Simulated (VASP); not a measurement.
# Al (I4/mmm) in VASP: further runs

Al is run at these levels: PBE+D3(BJ); tasks: single point.

Program: VASP 6.6.1. These are calculated values, not measurements. Logs are shortened: lines on timing, memory, paths and dates and some standing lists are left out, and cuts for length are marked.

**1. The cell of the first run**

The structure is tetragonal, space group I4/mmm (No. 139). The conventional cell has a = 3.042 Å, b = 3.042 Å, c = 3.983 Å, α = 90.00°, β = 90.00°, γ = 90.00°. Within 3.9 Å of Al (site symmetry 4/mmm) lie 12 Al at 2.93 to 3.04 Å.

**2. Single point, PBE+D3(BJ) (strain +0.080 along x and y, +0.000 along z)**

INCAR

```
ALGO = Fast ; EDIFF = 1E-6
ENCUT = 520 ; GGA = PE
ISIF = 2 ; ISMEAR = 0
IVDW = 12 ; LASPH = T
LCHARG = F ; LREAL = F
LWAVE = F ; NBANDS = 8
NELM = 60 ; PREC = Accurate
SIGMA = 0.15
```

KPOINTS

```
k-points
0
Gamma
  26 26 26
```

POSCAR

```
Al
1.0
    0.0000000000      2.1506718558      1.9913628294
    2.1506718558      0.0000000000      1.9913628294
    2.1506718558      2.1506718558      0.0000000000
Al
1
Direct
    0.0000000000      0.0000000000      0.0000000000
```

Potentials or basis: VASP PAW PBE potentials, release 64 (Al).

On the command line:

```sh
cat potpaw_PBE.64/Al/POTCAR > POTCAR
mpirun -np 1 vasp_std > vasp.out
```

OUTCAR:

```text
EDIFF = 1E-6
   ENCUT = 520
   GGA = PE
   ISIF = 2
   ISMEAR = 0
   IVDW = 12
   LASPH = T
   LREAL = F
   NELM = 60
   PREC = Accurate
 IVDW          = 12

 ion  position               nearest neighbor table
   1  0.000  0.000  0.000-

  LATTYP: Found a body centered tetragonal cell.
 ALAT       =     3.0415093067
 C/A-ratio  =     1.3094570022

  Lattice vectors:

 A1 = (   0.0000000000,  -2.1506718558,  -1.9913628294)
 A2 = (   0.0000000000,   2.1506718558,  -1.9913628294)
 A3 = (   2.1506718558,   0.0000000000,   1.9913628294)

Analysis of symmetry for initial positions (statically):
=====================================================================
 Subroutine PRICEL returns:
 Original cell was already a primitive cell.

 Routine SETGRP: Setting up the symmetry group for a
 body centered tetragonal supercell.

 Subroutine GETGRP returns: Found 16 space group operations
 (whereof 16 operations were pure point group operations)
 out of a pool of 16 trial point group operations.

The static configuration has the point symmetry D_4h.

Analysis of symmetry for dynamics (positions and initial velocities):
=====================================================================
 Subroutine PRICEL returns:
 Original cell was already a primitive cell.

 Routine SETGRP: Setting up the symmetry group for a
 body centered tetragonal supercell.

 Subroutine GETGRP returns: Found 16 space group operations
 (whereof 16 operations were pure point group operations)
 out of a pool of 16 trial point group operations.

The dynamic configuration has the point symmetry D_4h.

 Subroutine INISYM returns: Found 16 space group operations
 (whereof 16 operations are pure point group operations),
 and found     1 'primitive' translations

----------------------------------------------------------------------------------------

                                     Primitive cell

  volume of cell :      18.4217

  direct lattice vectors                    reciprocal lattice vectors
     0.000000000  2.150671856  1.991362829    -0.232485490  0.232485490  0.251084329
     2.150671856  0.000000000  1.991362829     0.232485490 -0.232485490  0.251084329
     2.150671856  2.150671856  0.000000000     0.232485490  0.232485490 -0.251084329

  length of vectors
     2.931026330  2.931026330  3.041509307     0.413693542  0.413693542  0.413693542

  position of ions in fractional coordinates (direct lattice)
     0.000000000  0.000000000  0.000000000

  ion indices of the primitive-cell ions
[... 79 lines left out ...]
   NFREE  =      0    steps in history (QN), initial steepest desc. (CG)
   ISIF   =      2    stress and relaxation
   ISYM   =      2    0-nonsym 1-usesym 2-fastsym
   POTIM  = 0.5000    time-step for ionic-motion
   TEBEG  =    0.0;   TEEND  =   0.0 temperature during run
   PSTRESS=    0.0 pullay stress
   NELECT =       3.0000    total number of electrons
   NUPDOWN=      -1.0000    fix difference up-down
   EMIN   =  10.00;   EMAX   =-10.00  energy-range for DOS
   EFERMI =   0.00;   METHOD = LEGACY
   ISMEAR =     0;   SIGMA  =   0.15  broadening in eV -4-tet -1-fermi 0-gaus
   EFERMI_NEDOS =   21; number of points for ismear=-14 and -15
   IALGO  =     68    algorithm
   IMIX   =      4    mixing-type and parameters
     AMIX     =   0.40;   BMIX     =  1.00
     AMIX_MAG =   1.60;   BMIX_MAG =  1.00
  volume/ion in A,a.u.               =      18.42       124.32
  Fermi-wavevector in a.u.,A,eV,Ry     =   0.894003  1.689421 10.874341  0.799242
  Thomas-Fermi vector in A             =   2.016153
   LORBIT       =      0    0 simple, 1 ext, 2 COOP (PROOUT), +10 PAW based schemes
   GGA     = PE    functional components
   LHFCALC =     F    Hartree Fock is set to
   AEXX    =    0.0000 exact exchange contribution
   IVDW    =    12    specifies the selected vdW correction
   LEPSILON=     F    determine dielectric tensor
   LRPA    =     F    only Hartree local field effects (RPA)
 non-spin polarized calculation
 RMM-DIIS sequential band-by-band and
 Gauss-broadening in eV      SIGMA  =   0.15
  energy-cutoff  :      520.00
  volume of cell :       18.42
 maximum number of plane-waves:       516
 NGX is ok and might be reduce to    24
   NGX = 11   NGY = 11   NGZ = 11

 number of electron       3.0000000 magnetization

 Free energy of the ion-electron system (eV)
  ---------------------------------------------------
  ext. energy  EPLUGINS =         0.00000000
  ---------------------------------------------------
  free energy    TOTEN  =        -3.69729029 eV

  energy without entropy =       -3.69230323  energy(sigma->0) =       -3.69479676

 E-fermi :   6.8758     XC(G=0):  -9.8043

 val. band max:        6.8697384874   @ k =  -0.3077   0.0385   0.3462
 cond. band min:       6.8766261112   @ k =  -0.3077   0.2692   0.0385
 fundamental gap:      0.0068876238
 Fermi energy:         6.8758438681

 k-point     1 :       0.0000    0.0000    0.0000
  band No.  band energies     occupation
      1      -3.4971      2.00000
      2      18.7427      0.00000
      3      18.7427      0.00000
      4      19.5000      0.00000
      5      19.5077      0.00000
      6      19.7287      0.00000
      7      19.7287      0.00000
      8      22.6766      0.00000
[... 243 lines left out ...]
 k-point    24 :       0.3846    0.0385    0.0000
  band No.  band energies     occupation
      1       0.0503      2.00000
      2       6.1555      2.00000
      3      15.5331      0.00000
      4      17.1483      0.00000
      5      18.6742      0.00000
      6      19.1206      0.00000
      7      21.5436      0.00000
      8      22.7040      0.00000

 [... further k-points ...]

------------------------ aborting loop because EDIFF is reached ----------------------------------------

 Edisp (eV)   -0.30003

 E8    (eV) :    -0.1340

  FORCE on cell =-STRESS in cart. coord.  units (eV):
  Direction    XX          YY          ZZ          XY          YZ          ZX
  --------------------------------------------------------------------------------------
  -------------------------------------------------------------------------------------
  Total      -1.13108    -1.13108    -0.87266     0.00000    -0.00000     0.00000
  in kB     -98.37256   -98.37256   -75.89743     0.00000    -0.00000     0.00000
  external pressure =      -90.88 kB  Pullay stress =        0.00 kB

 VOLUME and BASIS-vectors are now :
 -----------------------------------------------------------------------------
  energy-cutoff  :      520.00
  volume of cell :       18.42
      direct lattice vectors                 reciprocal lattice vectors
     0.000000000  2.150671856  1.991362829    -0.232485490  0.232485490  0.251084329
     2.150671856  0.000000000  1.991362829     0.232485490 -0.232485490  0.251084329
     2.150671856  2.150671856  0.000000000     0.232485490  0.232485490 -0.251084329

 POSITION                                       TOTAL-FORCE (eV/Angst)
 -----------------------------------------------------------------------------------
      0.00000      0.00000      0.00000        -0.000000      0.000000     -0.000000
 -----------------------------------------------------------------------------------
    total drift:                                0.000000     -0.000000     -0.000000

  FREE ENERGIE OF THE ION-ELECTRON SYSTEM (eV)
  ---------------------------------------------------
  free  energy   TOTEN  =        -3.9973161416 eV

  energy  without entropy=       -3.9923290787  energy(sigma->0) =       -3.99482261
```

stdout:

```text
POSCAR found type information on POSCAR Al
 POSCAR found :  1 types and       1 ions
 scaLAPACK will be used
 LDA part: xc-table for (Slater+PW92), standard interpolation
 POSCAR, INCAR and KPOINTS ok, starting setup
 FFT: planning ... GRIDC
 FFT: planning ... GRID_SOFT
 FFT: planning ... GRID
 WAVECAR not read
 entering main loop
```

Run time: 39 s. Hardware: 1 thread of Intel Xeon 6975P-C (Granite Rapids), shared host; peak memory 0.28 GiB.

Results:

```
Free energy                : -3.9973 eV
Pressure                   : -9.1 GPa
Dispersion energy per atom : -0.300 eV
```

Stress tensor (GPa, compression positive):
```
-9.84  0.00  0.00
 0.00 -9.84  0.00
 0.00  0.00 -7.59
```

Caveat: the cell differs from its parent crystal (strain +0.080 along x and y, +0.000 along z); pairwise dispersion overbinds metals, which lowers pressure and volume.

**3. Single point, PBE+D3(BJ) (strain +0.000 along x and y, -0.080 along z)**

INCAR

```
PREC = Accurate ; ENCUT = 520
EDIFF = 1E-6 ; ISMEAR = 0
SIGMA = 0.15 ; LREAL = F
LASPH = T ; NELM = 60
ALGO = Fast ; ISIF = 2
LWAVE = F ; LCHARG = F
GGA = PE ; IVDW = 12
NBANDS = 8
```

KPOINTS

```
Automatic mesh
0
Gamma
  26 26 26
```

POSCAR

```
Al
1.0
    0.0000000000      1.9913628294      1.8320538030
    1.9913628294      0.0000000000      1.8320538030
    1.9913628294      1.9913628294      0.0000000000
Al
1
Direct
    0.0000000000      0.0000000000      0.0000000000
```

Potentials or basis: VASP PAW PBE potentials, release 64 (Al).

On the command line:

```sh
cat potpaw_PBE.64/Al/POTCAR > POTCAR
mpirun -np 1 vasp_std > vasp.out
```

OUTCAR:

```text
PREC = Accurate
   ENCUT = 520
   EDIFF = 1E-6
   ISMEAR = 0
   LREAL = F
   LASPH = T
   NELM = 60
   ISIF = 2
   GGA = PE
   IVDW = 12
 IVDW          = 12

 ion  position               nearest neighbor table
   1  0.000  0.000  0.000-

  LATTYP: Found a body centered tetragonal cell.
 ALAT       =     2.8162123209
 C/A-ratio  =     1.3010764773

  Lattice vectors:

 A1 = (   0.0000000000,  -1.9913628294,  -1.8320538030)
 A2 = (   0.0000000000,   1.9913628294,  -1.8320538030)
 A3 = (   1.9913628294,   0.0000000000,   1.8320538030)

Analysis of symmetry for initial positions (statically):
=====================================================================
 Subroutine PRICEL returns:
 Original cell was already a primitive cell.

 Routine SETGRP: Setting up the symmetry group for a
 body centered tetragonal supercell.

 Subroutine GETGRP returns: Found 16 space group operations
 (whereof 16 operations were pure point group operations)
 out of a pool of 16 trial point group operations.

The static configuration has the point symmetry D_4h.

Analysis of symmetry for dynamics (positions and initial velocities):
[... 163 lines left out ...]
 Fermi energy:         9.3797923525

 k-point     1 :       0.0000    0.0000    0.0000
  band No.  band energies     occupation
      1      -2.6493      2.00000
      2      22.5280      0.00000
      3      22.5280      0.00000
      4      23.4632      0.00000
      5      25.1204      0.00000
      6      25.4150      0.00000
      7      25.4150      0.00000
      8      26.9337      0.00000
[... 243 lines left out ...]
 k-point    24 :       0.3846    0.0385    0.0000
  band No.  band energies     occupation
      1       1.4876      2.00000
      2       8.5522      2.00000
      3      19.4772      0.00000
      4      21.3847      0.00000
      5      22.9922      0.00000
      6      23.7695      0.00000
      7      26.7362      0.00000
      8      27.6751      0.00000

 [... further k-points ...]

------------------------ aborting loop because EDIFF is reached ----------------------------------------

 Edisp (eV)   -0.38388

 E8    (eV) :    -0.1720

  FORCE on cell =-STRESS in cart. coord.  units (eV):
  Direction    XX          YY          ZZ          XY          YZ          ZX
  --------------------------------------------------------------------------------------
  -------------------------------------------------------------------------------------
  Total       0.63222     0.63222     1.24298     0.00000    -0.00000     0.00000
  in kB      69.71189    69.71189   137.05892     0.00000    -0.00000     0.00000
  external pressure =       92.16 kB  Pullay stress =        0.00 kB

 VOLUME and BASIS-vectors are now :
 -----------------------------------------------------------------------------
  energy-cutoff  :      520.00
  volume of cell :       14.53
      direct lattice vectors                 reciprocal lattice vectors
     0.000000000  1.991362829  1.832053803    -0.251084329  0.251084329  0.272917749
     1.991362829  0.000000000  1.832053803     0.251084329 -0.251084329  0.272917749
     1.991362829  1.991362829  0.000000000     0.251084329  0.251084329 -0.272917749

 POSITION                                       TOTAL-FORCE (eV/Angst)
 -----------------------------------------------------------------------------------
      0.00000      0.00000      0.00000         0.000000      0.000000      0.000000
 -----------------------------------------------------------------------------------
    total drift:                                0.000000     -0.000000     -0.000000

  FREE ENERGIE OF THE ION-ELECTRON SYSTEM (eV)
  ---------------------------------------------------
  free  energy   TOTEN  =        -4.0428441988 eV

  energy  without entropy=       -4.0387362643  energy(sigma->0) =       -4.04079023
```

stdout:

```text
POSCAR found type information on POSCAR Al
 POSCAR found :  1 types and       1 ions
 scaLAPACK will be used
 LDA part: xc-table for (Slater+PW92), standard interpolation
 POSCAR, INCAR and KPOINTS ok, starting setup
 FFT: planning ... GRIDC
 FFT: planning ... GRID_SOFT
 FFT: planning ... GRID
 WAVECAR not read
 entering main loop
```

Wall time 61 s (1 thread of AMD EPYC 9R45 (Zen 5), shared host); peak memory 0.22 GiB.

Results:

```yaml
Free_energy: -4.0428 eV
Pressure: 9.2 GPa
Dispersion_energy_per_atom: -0.384 eV
```

Caveat: the cell differs from its parent crystal (strain +0.000 along x and y, -0.080 along z); pairwise dispersion overbinds metals, which lowers pressure and volume.

[end of part 1 of 2]
